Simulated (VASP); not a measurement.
# SnSe (wurtzite type) (P6_3/mmc) in VASP: notebook, part 2 of 2

VASP 6.6.1. Earlier steps stand in the parts before.

### Step 3. Single point, PBE

INCAR reads:

```
SYSTEM = SnSe
  ALGO = Normal
  EDIFF = 1E-6
  ENCUT = 520
  GGA = PE
  ISIF = 2
  ISMEAR = -1
  LASPH = .True.
  LCHARG = .True.
  LELF = .True.
  LREAL = .False.
  LVHAR = .True.
  LWAVE = .False.
  NBANDS = 28
  NELM = 60
  PREC = Accurate
  SIGMA = 0.08
```

KPOINTS reads:

```
k-points
0
Gamma
  9 9 5
  0 0 0
```

POSCAR reads:

```
SnSe
1.0
    4.6164867941      0.0000000000      0.0000000000
   -2.3082433970      3.9979948399      0.0000000000
    0.0000000000      0.0000000000      5.5474719906
Sn Se
2 2
Direct
    0.3333333333      0.6666666667     -0.0619946062
    0.6666666667      0.3333333333      0.4380053938
    0.3333333333      0.6666666667      0.4379946062
    0.6666666667      0.3333333333      0.9379946062
```

Potentials or basis: VASP PAW PBE potentials, release 64 (Sn_d, Se).

Started as:

```bash
$ cat potpaw_PBE.64/Sn_d/POTCAR potpaw_PBE.64/Se/POTCAR > POTCAR
$ mpirun -np 1 vasp_std > vasp.out
```

OUTCAR:

```text
SYSTEM = SnSe
   EDIFF = 1E-6
   ENCUT = 520
   GGA = PE
   ISIF = 2
   ISMEAR = -1
   LASPH = .True.
   LREAL = .False.
   NELM = 60
   PREC = Accurate

 ion  position               nearest neighbor table
   1  0.333  0.667  0.938-   4 2.67   4 2.67   4 2.67   3 2.77   3 2.77
   2  0.667  0.333  0.438-   3 2.67   3 2.67   3 2.67   4 2.77   4 2.77
   3  0.333  0.667  0.438-   2 2.67   2 2.67   2 2.67   1 2.77   1 2.77
   4  0.667  0.333  0.938-   1 2.67   1 2.67   1 2.67   2 2.77   2 2.77

  LATTYP: Found a hexagonal cell.
 ALAT       =     4.6164867941
 C/A-ratio  =     1.2016653005

  Lattice vectors:

 A1 = (   4.6164867941,   0.0000000000,   0.0000000000)
 A2 = (  -2.3082433970,   3.9979948399,   0.0000000000)
 A3 = (   0.0000000000,   0.0000000000,   5.5474719906)

Analysis of symmetry for initial positions (statically):
=====================================================================
 Subroutine PRICEL returns:
 Original cell was already a primitive cell.

 Routine SETGRP: Setting up the symmetry group for a
 hexagonal supercell.

 Subroutine GETGRP returns: Found 12 space group operations
 (whereof  6 operations were pure point group operations)
 out of a pool of 24 trial point group operations.

The static configuration has the point symmetry C_3v.
 The point group associated with its full space group is C_6v.

Analysis of symmetry for dynamics (positions and initial velocities):
=====================================================================
 Subroutine PRICEL returns:
 Original cell was already a primitive cell.

 Routine SETGRP: Setting up the symmetry group for a
 hexagonal supercell.

 Subroutine GETGRP returns: Found 12 space group operations
 (whereof  6 operations were pure point group operations)
 out of a pool of 24 trial point group operations.

The dynamic configuration has the point symmetry C_3v.
 The point group associated with its full space group is C_6v.

 Subroutine INISYM returns: Found 12 space group operations
 (whereof  6 operations are pure point group operations),
 and found     1 'primitive' translations

----------------------------------------------------------------------------------------

                                     Primitive cell

  volume of cell :     102.3880

  direct lattice vectors                    reciprocal lattice vectors
     4.616486794  0.000000000  0.000000000     0.216614938  0.125062693  0.000000000
    -2.308243397  3.997994840  0.000000000     0.000000000  0.250125385  0.000000000
     0.000000000  0.000000000  5.547471991     0.000000000  0.000000000  0.180262289

  length of vectors
     4.616486794  4.616486794  5.547471991     0.250125385  0.250125385  0.180262289

  position of ions in fractional coordinates (direct lattice)
     0.333333333  0.666666667  0.938005394
     0.666666667  0.333333333  0.438005394
     0.333333333  0.666666667  0.437994606
     0.666666667  0.333333333  0.937994606

  ion indices of the primitive-cell ions
   primitive index   ion index
                 1           1
                 2           2
                 3           3
                 4           4

----------------------------------------------------------------------------------------

 KPOINTS: k-points

Automatic generation of k-mesh.
 Grid dimensions read from file:
 generate k-points for:    9    9    5

 Generating k-lattice:

  Cartesian coordinates                     Fractional coordinates (reciprocal lattice)
     0.024068326  0.013895855  0.000000000     0.111111111 -0.000000000  0.000000000
     0.000000000  0.027791709  0.000000000     0.000000000  0.111111111  0.000000000
     0.000000000  0.000000000  0.036052458     0.000000000  0.000000000  0.200000000

  Length of vectors
     0.027791709  0.027791709  0.036052458

  Shift w.r.t. Gamma in fractional coordinates (k-lattice)
     0.000000000  0.000000000  0.000000000

 Subroutine IBZKPT returns following result:
 ===========================================

 Found     36 irreducible k-points:

 Following reciprocal coordinates:
            Coordinates               Weight
  0.000000  0.000000  0.000000      1.000000
  0.111111  0.000000  0.000000      6.000000
  0.222222  0.000000  0.000000      6.000000
  0.333333  0.000000  0.000000      6.000000
  0.444444  0.000000  0.000000      6.000000
  0.111111  0.111111  0.000000      6.000000
[... 16 lines left out ...]
  0.333333  0.222222  0.200000     24.000000
  0.333333  0.333333  0.200000      4.000000
 [... further k-points ...]
   k-points           NKPTS =     36   k-points in BZ     NKDIM =     36   number of bands    NBANDS=     28
   number of dos      NEDOS =    301   number of ions     NIONS =      4
   total plane-waves  NPLWV =  54432
   dimension x,y,z NGX =    36 NGY =   36 NGZ =   42
   dimension x,y,z NGXF=    72 NGYF=   72 NGZF=   84
   ions per type =               2   2
   NGX,Y,Z   is equivalent  to a cutoff of  12.96, 12.96, 12.59 a.u.
   NGXF,Y,Z  is equivalent  to a cutoff of  25.93, 25.93, 25.17 a.u.
 SYSTEM =  SnSe
   PREC   = accura    normal or accurate (medium, high low for compatibility)
   ISTART =      0    job   : 0-new  1-cont  2-samecut
   ICHARG =      2    charge: 1-file 2-atom 10-const
   ISPIN  =      1    spin polarized calculation?
   LNONCOLLINEAR =      F non collinear calculations
   LSORBIT =      F    spin-orbit coupling
   LASPH  =      T    aspherical Exc in radial PAW
   ENCUT  =  520.0 eV  38.22 Ry    6.18 a.u.   8.58  8.58 10.31*2*pi/ulx,y,z
   NELM   =     60;   NELMIN=  2; NELMDL= -5     # of ELM steps
   EDIFF  = 0.1E-05   stopping-criterion for ELM
   LREAL  =      F    real-space projection
   EDIFFG = 0.1E-04   stopping-criterion for IOM
   NSW    =      0    number of steps for IOM
   IBRION =     -1    ionic relax: 0-MD 1-quasi-New 2-CG
   NFREE  =      0    steps in history (QN), initial steepest desc. (CG)
   ISIF   =      2    stress and relaxation
   ISYM   =      2    0-nonsym 1-usesym 2-fastsym
   POTIM  = 0.5000    time-step for ionic-motion
   TEBEG  =    0.0;   TEEND  =   0.0 temperature during run
   PSTRESS=    0.0 pullay stress
   NELECT =      40.0000    total number of electrons
   NUPDOWN=      -1.0000    fix difference up-down
   EMIN   =  10.00;   EMAX   =-10.00  energy-range for DOS
   EFERMI =   0.00;   METHOD = LEGACY
   ISMEAR =    -1;   SIGMA  =   0.08  broadening in eV -4-tet -1-fermi 0-gaus
   EFERMI_NEDOS =   21; number of points for ismear=-14 and -15
   IALGO  =     38    algorithm
   IMIX   =      4    mixing-type and parameters
     AMIX     =   0.40;   BMIX     =  1.00
     AMIX_MAG =   1.60;   BMIX_MAG =  1.00
  volume/ion in A,a.u.               =      25.60       172.74
  Fermi-wavevector in a.u.,A,eV,Ry     =   1.196773  2.261573 19.487162  1.432266
  Thomas-Fermi vector in A             =   2.332705
   LORBIT       =      0    0 simple, 1 ext, 2 COOP (PROOUT), +10 PAW based schemes
   GGA     = PE    functional components
   LHFCALC =     F    Hartree Fock is set to
   AEXX    =    0.0000 exact exchange contribution
   IVDW    =     0    specifies the selected vdW correction
   LEPSILON=     F    determine dielectric tensor
   LRPA    =     F    only Hartree local field effects (RPA)
 non-spin polarized calculation
  energy-cutoff  :      520.00
  volume of cell :      102.39
 maximum number of plane-waves:      2779
 NGX is ok and might be reduce to    36
   NGX = 17   NGY = 17   NGZ = 21

 number of electron      39.9999989 magnetization

 Free energy of the ion-electron system (eV)
  ---------------------------------------------------
  ext. energy  EPLUGINS =         0.00000000
  ---------------------------------------------------
  free energy    TOTEN  =       -14.30548417 eV

  energy without entropy =      -14.28786807  energy(sigma->0) =      -14.29667612

 E-fermi :   7.0943     XC(G=0):  -9.6274

 val. band max:        6.8966144395   @ k =   0.2222   0.2222   0.4000
 cond. band min:       7.1287454574   @ k =   0.3333   0.3333   0.4000
 fundamental gap:      0.2321310179
 Fermi energy:         7.0943119906

 k-point     1 :       0.0000    0.0000    0.0000
  band No.  band energies     occupation
      1     -15.1847      2.00000
      2     -15.1218      2.00000
      3     -15.1218      2.00000
      4     -15.1208      2.00000
      5     -15.1208      2.00000
      6     -15.0889      2.00000
[... 733 lines left out ...]
     27      12.5593      0.00000
     28      13.8495      0.00000

 [... further k-points ...]

------------------------ aborting loop because EDIFF is reached ----------------------------------------

  FORCE on cell =-STRESS in cart. coord.  units (eV):
  Direction    XX          YY          ZZ          XY          YZ          ZX
  --------------------------------------------------------------------------------------
  -------------------------------------------------------------------------------------
  Total       12.8190029     12.8190029     12.8166971      0.0000000      0.0000000      0.0000000
  in kB      200.5930505    200.5930505    200.5569689      0.0000000      0.0000000      0.0000000
  external PRESSURE =     200.5810233 kB  Pullay stress =       0.0000000 kB

 VOLUME and BASIS-vectors are now :
 -----------------------------------------------------------------------------
  energy-cutoff  :      520.00
  volume of cell :      102.39
      direct lattice vectors                 reciprocal lattice vectors
     4.616486794  0.000000000  0.000000000     0.216614938  0.125062693  0.000000000
    -2.308243397  3.997994840  0.000000000     0.000000000  0.250125385  0.000000000
     0.000000000  0.000000000  5.547471991     0.000000000  0.000000000  0.180262289

 POSITION                                       TOTAL-FORCE (eV/Angst)
 -----------------------------------------------------------------------------------
     -0.00000      2.66533      5.20356         0.000000      0.000000     -0.000189
      2.30824      1.33266      2.42982        -0.000000     -0.000000     -0.000189
     -0.00000      2.66533      2.42976        -0.000000     -0.000000      0.000189
      2.30824      1.33266      5.20350         0.000000      0.000000      0.000189
 -----------------------------------------------------------------------------------
    total drift:                               -0.000000     -0.000000     -0.000455

  FREE ENERGIE OF THE ION-ELECTRON SYSTEM (eV)
  ---------------------------------------------------
  free  energy   TOTEN  =       -14.3054841750 eV

  energy  without entropy=      -14.2878680708  energy(sigma->0) =      -14.29667612
```

OSZICAR:

```text
N       E                     dE             d eps       ncg     rms          rms(c)
DAV:   1     0.379488034677E+03    0.37949E+03   -0.19409E+04  2052   0.188E+03
DAV:   2     0.387237133818E+02   -0.34076E+03   -0.33129E+03  2032   0.487E+02
DAV:   3    -0.121701529170E+02   -0.50894E+02   -0.49769E+02  2448   0.160E+02
DAV:   4    -0.145865897596E+02   -0.24164E+01   -0.24008E+01  2388   0.359E+01
DAV:   5    -0.146438261412E+02   -0.57236E-01   -0.57208E-01  2620   0.601E+00    0.806E+00
DAV:   6    -0.143354745275E+02    0.30835E+00   -0.52124E-01  2764   0.389E+00    0.494E+00
DAV:   7    -0.143083777536E+02    0.27097E-01   -0.28297E-01  2512   0.208E+00    0.117E+00
DAV:   8    -0.143049552446E+02    0.34225E-02   -0.37012E-02  2508   0.128E+00    0.219E-01
DAV:   9    -0.143053284448E+02   -0.37320E-03   -0.36613E-03  2328   0.495E-01    0.765E-02
DAV:  10    -0.143054146090E+02   -0.86164E-04   -0.35668E-04  2648   0.125E-01    0.188E-02
DAV:  11    -0.143054862550E+02   -0.71646E-04   -0.16286E-04  2308   0.705E-02    0.203E-02
DAV:  12    -0.143054831935E+02    0.30615E-05   -0.13195E-05  2444   0.217E-02    0.623E-03
DAV:  13    -0.143054841750E+02   -0.98147E-06   -0.76399E-06  1928   0.136E-02
   1 F= -.14305484E+02 E0= -.14296676E+02  d E =-.176161E-01
```

Wall time 64 s (1 thread of AMD EPYC 9R45 (Zen 5), shared host); peak memory 0.23 GiB.

Results:

```
Free energy : -14.3055 eV
Pressure    : 20.1 GPa
```

Caveat: spin-orbit coupling is left out, which moves the levels of the heavy elements.

### Step 4. Single point, PBE

This run uses another cell than the first one, of 20.79 Å³/atom, 0.812 times its volume.

INCAR reads:

```
PREC = Accurate
ENCUT = 520
EDIFF = 1E-6
ISMEAR = -1
SIGMA = 0.08
LREAL = F
LASPH = T
NELM = 80
ALGO = Normal
ISIF = 2
LWAVE = F
LCHARG = F
GGA = PE
NBANDS = 28
```

KPOINTS reads:

```
regular mesh
0
Gamma
  10 10 6
```

POSCAR reads:

```
SnSe
1.0
    3.5266857084      0.0000000000      0.0000000000
   -1.7633428542      3.0541994146      0.0000000000
    0.0000000000      0.0000000000      7.7215161407
Sn Se
2 2
Direct
    0.0000000000      0.0000000000      0.0000000000
    0.0000000000      0.0000000000      0.5000000000
    0.3333333333      0.6666666667      0.2500000000
    0.6666666667      0.3333333333      0.7500000000
```

Started as:

```bash
$ cat potpaw_PBE.64/Sn_d/POTCAR potpaw_PBE.64/Se/POTCAR > POTCAR
$ mpirun -np 1 vasp_std > vasp.out
```

Wall time 78 s (1 thread of AMD EPYC 9R45 (Zen 5), shared host); peak memory 0.24 GiB.

Results (log left out):

| Item | Value |
| --- | --- |
| Free energy | -14.7005 eV |
| Pressure | 20.1 GPa |
| Band gap on the k mesh | zero (band 20 reaches 10.89 eV, above the bottom of band 21 at 7.95 eV) |

Levels at points of the mesh, in eV from the Fermi level:
| k point | band 17 | band 18 | band 19 | band 20 | band 21 | band 22 | band 23 | band 24 |
| --- | --- | --- | --- | --- | --- | --- | --- | --- |
| (0.00, 0.00, 0.00) | -1.39 | -1.04 | -1.04 | 1.94 | 3.05 | 4.41 | 4.41 | 4.60 |
| (0.50, 0.00, 0.00) | -3.34 | -1.95 | -1.94 | -0.81 | -0.59 | 0.37 | 1.75 | 3.44 |
| (0.00, 0.00, 0.50) | -1.21 | -1.21 | -0.87 | -0.87 | 3.72 | 3.72 | 4.42 | 4.42 |
| (0.50, 0.00, 0.50) | -3.93 | -3.93 | -2.78 | -2.78 | 2.30 | 2.30 | 2.60 | 2.60 |

Caveat: spin-orbit coupling is left out, which moves the levels of the heavy elements.
